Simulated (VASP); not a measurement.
# BaH4 (I4/mmm) in VASP: a series of runs, part 2 of 2

VASP 6.6.1.

**4. Single point, PBE**

This run uses another cell than the first one, of 12.81 Å³/atom, 0.997 times its volume.

Contents of INCAR:

```
SYSTEM = BaH4
PREC     = Accurate       ! precision mode
ENCUT    = 520            ! plane-wave cutoff, eV
EDIFF    = 1E-6           ! SCF threshold, eV
ISMEAR   = 0              ! smearing method
SIGMA    = 0.1            ! smearing width, eV
LREAL    = .FALSE.        ! projectors in reciprocal space
LASPH    = .TRUE.         ! aspherical terms in the spheres
NELM     = 100            ! most SCF steps
ALGO     = Normal         ! electronic algorithm
ISIF     = 2              ! what is computed and relaxed
LWAVE    = .FALSE.        ! write WAVECAR
LCHARG   = .FALSE.        ! write CHGCAR
GGA      = PE             ! functional
NBANDS   = 15             ! bands
```

Contents of KPOINTS:

```
regular mesh
0
G
  6 6 6
  0 0 0
```

Contents of POSCAR:

```
BaH4
1.0
   -2.1750550761      2.1750550761      3.3849518814
    2.1750550761     -2.1750550761      3.3849518814
    2.1750550761      2.1750550761     -3.3849518814
Ba H
1 4
Direct
    0.0000000000      0.0000000000      0.0000000000
    0.2500000000      0.7500000000      0.5000000000
    0.7500000000      0.2500000000      0.5000000000
    0.4434021304      0.4434021304      0.0000000000
    0.5565978696      0.5565978696      0.0000000000
```

Potentials or basis: VASP PAW PBE potentials, release 64 (Ba_sv, H).

Launch:

```console
cat potpaw_PBE.64/Ba_sv/POTCAR potpaw_PBE.64/H/POTCAR > POTCAR
mpirun -np 1 vasp_std > vasp.out
```

OUTCAR:

```text
SYSTEM = BaH4
   PREC = Accurate
   ENCUT = 520
   EDIFF = 1E-6
   ISMEAR = 0
   LREAL = .FALSE.
   LASPH = .TRUE.
   NELM = 100
   ISIF = 2
   GGA = PE

 ion  position               nearest neighbor table
   1  0.000  0.000  0.000-   3 2.76   2 2.76   2 2.76   3 2.76   2 2.76   3 2.76   3 2.76   2 2.76

   2  0.250  0.750  0.500-   1 2.76   1 2.76   1 2.76   1 2.76
   3  0.750  0.250  0.500-   1 2.76   1 2.76   1 2.76   1 2.76
   4  0.443  0.443  0.000-   5 0.77
   5  0.557  0.557  0.000-   4 0.77

  LATTYP: Found a body centered tetragonal cell.
 ALAT       =     4.3501101522
 C/A-ratio  =     1.5562603074

  Lattice vectors:

 A1 = (  -2.1750550761,   2.1750550761,   3.3849518814)
 A2 = (   2.1750550761,  -2.1750550761,   3.3849518814)
 A3 = (   2.1750550761,   2.1750550761,  -3.3849518814)

Analysis of symmetry for initial positions (statically):
=====================================================================
 Subroutine PRICEL returns:
 Original cell was already a primitive cell.

 Routine SETGRP: Setting up the symmetry group for a
 body centered tetragonal supercell.

 Subroutine GETGRP returns: Found 16 space group operations
 (whereof 16 operations were pure point group operations)
 out of a pool of 16 trial point group operations.

The static configuration has the point symmetry D_4h.

Analysis of symmetry for dynamics (positions and initial velocities):
=====================================================================
 Subroutine PRICEL returns:
 Original cell was already a primitive cell.

 Routine SETGRP: Setting up the symmetry group for a
 body centered tetragonal supercell.

 Subroutine GETGRP returns: Found 16 space group operations
 (whereof 16 operations were pure point group operations)
 out of a pool of 16 trial point group operations.

The dynamic configuration has the point symmetry D_4h.

 Subroutine INISYM returns: Found 16 space group operations
[... 136 lines left out ...]
  energy-cutoff  :      520.00
  volume of cell :       64.05
 maximum number of plane-waves:      1761
 NGX is ok and might be reduce to    36
   NGX = 17   NGY = 17   NGZ = 17

 number of electron      14.0000003 magnetization

 Free energy of the ion-electron system (eV)
  ---------------------------------------------------
  ext. energy  EPLUGINS =         0.00000000
  ---------------------------------------------------
  free energy    TOTEN  =       -16.77000871 eV

  energy without entropy =      -16.77000871  energy(sigma->0) =      -16.77000871

 E-fermi :   1.0568     XC(G=0):  -8.4519

 val. band max:        0.6432016427   @ k =   0.0000   0.0000   0.0000
 cond. band min:       2.8475142101   @ k =   0.5000   0.0000  -0.0000
 fundamental gap:      2.2043125674
 Fermi energy:         1.0567706108

 k-point     1 :       0.0000    0.0000    0.0000
  band No.  band energies     occupation
      1     -26.2343      2.00000
      2     -11.2274      2.00000
      3     -11.2274      2.00000
      4     -11.2156      2.00000
      5      -7.2107      2.00000
      6      -1.2027      2.00000
      7       0.6432      2.00000
      8       3.5898      0.00000
      9       4.0302      0.00000
     10       4.0302      0.00000
     11       5.3029      0.00000
     12       5.6639      0.00000
     13       6.1391      0.00000
     14       8.9932      0.00000
[... 401 lines left out ...]
      2     -11.6131      2.00000
      3     -11.3249      2.00000
      4     -11.2838      2.00000
      5      -6.7183      2.00000
      6      -1.4312      2.00000
      7      -0.4583      2.00000
      8       3.8826      0.00000
      9       4.5518      0.00000
     10       5.0293      0.00000
     11       6.3994      0.00000
     12       6.5206      0.00000
     13       8.2175      0.00000
     14      10.1364      0.00000
     15      10.3618      0.00000

 [... further k-points ...]

------------------------ aborting loop because EDIFF is reached ----------------------------------------

  FORCE on cell =-STRESS in cart. coord.  units (eV):
  Direction    XX          YY          ZZ          XY          YZ          ZX
  --------------------------------------------------------------------------------------
  -------------------------------------------------------------------------------------
  Total        0.2193305      0.2193305      0.0822496      0.0000000      0.0000000      0.0000000
  in kB        5.4860102      5.4860102      2.0572701      0.0000000      0.0000000      0.0000000
  external PRESSURE =       4.3430968 kB  Pullay stress =       0.0000000 kB

 VOLUME and BASIS-vectors are now :
 -----------------------------------------------------------------------------
  energy-cutoff  :      520.00
  volume of cell :       64.05
      direct lattice vectors                 reciprocal lattice vectors
    -2.175055076  2.175055076  3.384951881     0.000000000  0.229879236  0.147712587
     2.175055076 -2.175055076  3.384951881     0.229879236  0.000000000  0.147712587
     2.175055076  2.175055076 -3.384951881     0.229879236  0.229879236  0.000000000

 POSITION                                       TOTAL-FORCE (eV/Angst)
 -----------------------------------------------------------------------------------
      0.00000      0.00000      0.00000        -0.000000     -0.000000     -0.000000
      2.17506     -0.00000      1.69248        -0.000000     -0.000000      0.000000
     -0.00000      2.17506      1.69248        -0.000000     -0.000000     -0.000000
      0.00000      0.00000      3.00179         0.000000      0.000000      0.041533
      0.00000      0.00000      3.76811        -0.000000     -0.000000     -0.041533
 -----------------------------------------------------------------------------------
    total drift:                               -0.000000      0.000000      0.000000

  FREE ENERGIE OF THE ION-ELECTRON SYSTEM (eV)
  ---------------------------------------------------
  free  energy   TOTEN  =       -16.7700087058 eV

  energy  without entropy=      -16.7700087058  energy(sigma->0) =      -16.77000871
```

OSZICAR:

```text
N       E                     dE             d eps       ncg     rms          rms(c)
DAV:   1     0.535877464063E+02    0.53588E+02   -0.59898E+03   900   0.813E+02
DAV:   2    -0.144002478476E+02   -0.67988E+02   -0.62922E+02  1284   0.145E+02
DAV:   3    -0.176596379123E+02   -0.32594E+01   -0.32415E+01  1188   0.314E+01
DAV:   4    -0.177010932451E+02   -0.41455E-01   -0.41453E-01  1110   0.352E+00
DAV:   5    -0.177020056911E+02   -0.91245E-03   -0.91244E-03  1171   0.417E-01    0.654E+00
DAV:   6    -0.169559441800E+02    0.74606E+00   -0.37544E-01  1110   0.334E+00    0.361E+00
DAV:   7    -0.167586772400E+02    0.19727E+00   -0.57511E-01  1110   0.414E+00    0.823E-01
DAV:   8    -0.167699316135E+02   -0.11254E-01   -0.59452E-02  1026   0.140E+00    0.315E-01
DAV:   9    -0.167701245312E+02   -0.19292E-03   -0.43130E-03  1026   0.419E-01    0.187E-01
DAV:  10    -0.167700224364E+02    0.10209E-03   -0.13778E-03  1055   0.247E-01    0.552E-02
DAV:  11    -0.167700099807E+02    0.12456E-04   -0.12521E-04  1061   0.600E-02    0.132E-02
DAV:  12    -0.167700116940E+02   -0.17133E-05   -0.18057E-05  1040   0.276E-02    0.122E-02
DAV:  13    -0.167700085277E+02    0.31663E-05   -0.64310E-06   985   0.158E-02    0.122E-03
DAV:  14    -0.167700087058E+02   -0.17813E-06   -0.85331E-07   769   0.486E-03
   1 F= -.16770009E+02 E0= -.16770009E+02  d E =-.974606E-11
```

Run time: 21 s. Hardware: 1 thread of AMD EPYC 9R45 (Zen 5), shared host; peak memory 0.18 GiB.

What came out:

```
Free energy            : -16.7700 eV
Pressure               : 0.4 GPa
Largest force          : 0.042 eV/Å
Band gap on the k mesh : 2.20 eV, indirect (least direct gap 2.73 eV)
```

Forces in eV/Å, atoms in the order of the input:
```
Ba   0.000  0.000  0.000
H    0.000  0.000  0.000
H    0.000  0.000  0.000
H    0.000  0.000  0.042
H    0.000  0.000 -0.042
```

Caveat: spin-orbit coupling is left out, which moves the levels of the heavy elements. A hybrid or GW would open this gap; PBE tends to underestimate it.

**5. Relaxation of cell and atoms, PBE**

This run uses another cell than the first one, of 16.23 Å³/atom, 1.263 times its volume.

Contents of INCAR:

```
PREC     = Accurate       # precision mode
ENCUT    = 600            # plane-wave cutoff, eV
EDIFF    = 1E-7           # SCF threshold, eV
ISMEAR   = 0              # smearing method
SIGMA    = 0.1            # smearing width, eV
LREAL    = False          # projectors in reciprocal space
LASPH    = True           # aspherical terms in the spheres
NELM     = 100            # most SCF steps
ALGO     = Normal         # electronic algorithm
ISIF     = 3              # what is computed and relaxed
LWAVE    = False          # write WAVECAR
LCHARG   = False          # write CHGCAR
GGA      = PE             # functional
IBRION   = 2              # ionic algorithm
NSW      = 90             # ionic steps
EDIFFG   = -0.04          # ionic threshold
```

Contents of KPOINTS:

```
Automatic mesh
0
Gamma
  6 6 6
```

Contents of POSCAR:

```
BaH4
1.0
   -2.0034148400      2.0034148400      5.0534079200
    2.0034148400     -2.0034148400      5.0534079200
    2.0034148400      2.0034148400     -5.0534079200
Ba H
1 4
Direct
    0.0000000000      0.0000000000      0.0000000000
    0.2500000000      0.7500000000      0.5000000000
    0.7500000000      0.2500000000      0.5000000000
    0.3829601400      0.3829601400      0.0000000000
    0.6170398600      0.6170398600      0.0000000000
```

Potentials or basis: VASP PAW PBE potentials, release 64 (Ba_sv, H).

Launch:

```console
cat potpaw_PBE.64/Ba_sv/POTCAR potpaw_PBE.64/H/POTCAR > POTCAR
mpirun -np 1 vasp_std > vasp.out
```

OUTCAR:

```text
PREC = Accurate
   ENCUT = 600
   EDIFF = 1E-7
   ISMEAR = 0
   LREAL = False
   LASPH = True
   NELM = 100
   ISIF = 3
   GGA = PE
   IBRION = 2
   NSW = 90
   EDIFFG = -0.04

 ion  position               nearest neighbor table
   1  0.000  0.000  0.000-
   2  0.250  0.750  0.500-
   3  0.750  0.250  0.500-
   4  0.383  0.383  0.000-
   5  0.617  0.617  0.000-

  LATTYP: Found a body centered tetragonal cell.
 ALAT       =     4.0068296800
 C/A-ratio  =     2.5223971686

  Lattice vectors:

 A1 = (  -2.0034148400,   2.0034148400,   5.0534079200)
 A2 = (   2.0034148400,  -2.0034148400,   5.0534079200)
 A3 = (   2.0034148400,   2.0034148400,  -5.0534079200)

Analysis of symmetry for initial positions (statically):
[... 191 lines left out ...]
  external PRESSURE =     -77.6351723 kB  Pullay stress =       0.0000000 kB
[... 1124 lines left out ...]
  band No.  band energies     occupation
      1     -24.3963      2.00000
      2     -10.7222      2.00000
      3      -9.5097      2.00000
      4      -9.4846      2.00000
      5      -5.4764      2.00000
      6      -0.4250      2.00000
      7       0.3855      2.00000
      8       4.6281      0.00000
      9       5.3469      0.00000
     10       6.5415      0.00000
     11       8.5540      0.00000

 [... further k-points ...]

[... ionic steps 4 to 28 ...]

--------------------------------------- Ionic step       29  -------------------------------------------

 number of electron      14.0000000 magnetization

------------------------ aborting loop because EDIFF is reached ----------------------------------------
[... 73 lines left out ...]
--------------------------------------- Ionic step       31  -------------------------------------------

 number of electron      14.0000000 magnetization

 Free energy of the ion-electron system (eV)
  ---------------------------------------------------
  ext. energy  EPLUGINS =         0.00000000
  ---------------------------------------------------
  free energy    TOTEN  =       -16.77324523 eV

  energy without entropy =      -16.77324523  energy(sigma->0) =      -16.77324523

 E-fermi :   1.0266     XC(G=0):  -8.3787

 val. band max:        0.5641664727   @ k =   0.0000   0.0000   0.0000
 cond. band min:       2.7985458356   @ k =   0.5000   0.0000  -0.0000
 fundamental gap:      2.2343793629
 Fermi energy:         1.0266071964
[... 368 lines left out ...]
  FREE ENERGIE OF THE ION-ELECTRON SYSTEM (eV)
  ---------------------------------------------------
  free  energy   TOTEN  =       -16.7732452267 eV

  energy  without entropy=      -16.7732452267  energy(sigma->0) =      -16.77324523

 reached required accuracy - stopping structural energy minimisation
```

Wall time 14 min (1 thread of AMD EPYC 9R45 (Zen 5), shared host); peak memory 0.36 GiB.

Results:

```
Free energy                            : -16.7732 eV
Relaxed volume                         : 13.05 Å³/atom
Relaxed cell                           : a = 4.595 Å, b = 4.595 Å, c = 4.595 Å, α = 122.95°, β = 122.95°, γ = 84.96°
Space group after relaxing (to 0.05 Å) : I4/mmm (No. 139)
Energy gained by relaxing              : 898.2 meV/atom
Ionic steps                            : 31
Pressure after relaxing                : 0.0 GPa
Band gap on the k mesh                 : 2.23 eV, indirect (least direct gap 2.77 eV)
```

The path:
```
step  energy change (eV)  largest force (eV/Å)  pressure (GPa)  volume (Å³)
   1              0.0000                0.3532           -7.76        81.13
   2             -0.7021                0.4144           -7.27        72.15
   3             -2.0822                1.5194            6.93        48.19
   4             -2.8040                3.0507           12.46        46.65
   5             20.8629              205.0661          107.87        39.44
   6             -1.9946                2.1481           11.70        46.57
   7             -2.0111                2.2444           11.96        46.50
   8             -2.7248                3.1968           25.15        43.44
   9             -2.1331                4.4691           38.21        41.57
  10             -2.7079                2.8293           26.88        43.11
  11             -2.6350                0.8986           31.20        42.42
  12             -2.6952                2.0450           28.94        42.76
  13             -2.8114                1.6076           29.56        43.62
  14             -2.8239                0.5468           29.27        43.43
  15             -3.0570                0.4369           25.61        44.75
  16             -3.6138                0.1182           16.62        48.85
  17             -4.2224                0.4735            5.08        57.78
  18             -4.2065                1.4536           -4.32        78.74
  19             -4.3635                0.9666           -1.33        68.34
  20             -4.3673                0.8765           -0.58        66.61
  21             -4.3940                0.2278           -0.07        66.91
  22             -4.3943                0.3726           -0.01        66.95
  23             -4.4174                0.3083           -0.17        67.11
  24             -4.4650                0.1347           -0.62        67.54
  25             -4.4700                0.1346           -1.34        68.08
  26             -4.4821                0.0132           -0.99        67.86
  27             -4.4867                0.0522           -0.66        67.01
  28             -4.4905                0.1227           -0.01        65.52
  29             -4.4905                0.1310            0.06        65.34
  30             -4.4874                0.4311           -0.18        65.01
  31             -4.4908                0.0017            0.01        65.27
```

Final structure:
```yaml
crystal:
  lattice:
    - [-2.19423, 2.19423, 3.38907]
    - [2.19423, -2.19423, 3.38907]
    - [2.19423, 2.19423, -3.38907]
  atoms:
    - { symbol: Ba, position: [0.00000, 0.00000, 0.00000] }
    - { symbol: H, position: [0.25000, 0.75000, 0.50000] }
    - { symbol: H, position: [0.75000, 0.25000, 0.50000] }
    - { symbol: H, position: [0.44364, 0.44364, 0.00000] }
    - { symbol: H, position: [0.55636, 0.55636, 0.00000] }
```

Levels at points of the mesh, in eV from the valence-band top:
| k point | band 5 | band 6 | band 7 | band 8 | band 9 | band 10 |
| --- | --- | --- | --- | --- | --- | --- |
| (0.00, 0.00, 0.00) | -7.80 | -1.85 | 0.00 | 2.97 | 3.36 | 3.36 |
| (0.50, 0.00, 0.00) | -6.98 | -2.67 | -0.54 | 2.23 | 3.12 | 5.73 |
| (0.50, 0.50, 0.00) | -7.43 | -2.15 | -0.94 | 4.03 | 4.16 | 6.13 |
| (0.50, 0.50, 0.50) | -7.42 | -1.77 | -1.47 | 4.20 | 6.24 | 6.24 |

Caveat: the volume moved by over 15 % at a fixed basis, so the end points are rough; spin-orbit coupling is left out, which moves the levels of the heavy elements. A k mesh can miss the band edges.

**6. The runs side by side**

```tsv
task	cell	k mesh	cutoff (eV)	smearing	gap on the mesh (eV)	pressure (GPa)	relaxed volume (Å³/atom)	largest force (eV/Å)
single point	a = 4.573 Å, angles 123.0, 123.0, 84.8°, 5 atoms	10 × 10 × 10	520	gaussian 0.02 eV	2.22	0.4	-	0.02
relaxation of cell and atoms	relaxed from a = 4.574 Å, angles 123.2, 123.2, 84.5°, 5 atoms	10 × 10 × 10	600	gaussian 0.02 eV	2.24	-0.1	13.09	-
single point	a = 4.574 Å, angles 123.2, 123.2, 84.5°, 5 atoms	6 × 6 × 6	520	gaussian 0.1 eV	2.20	0.4	-	0.04
relaxation of cell and atoms	relaxed from a = 5.793 Å, angles 139.5, 139.5, 58.6°, 5 atoms	6 × 6 × 6	600	gaussian 0.1 eV	2.23	0.0	13.05	-
```

Alike in all rows: level PBE; potentials or basis VASP PAW PBE potentials, release 64 (Ba_sv, H); no spin polarisation.

Caveats: spin-orbit coupling is left out, which moves the levels of the heavy elements; the volume moved by over 15 % at a fixed basis, so the end points are rough (some runs).

Total energies depend on the potentials used, so only differences within one code and one set of settings carry meaning.
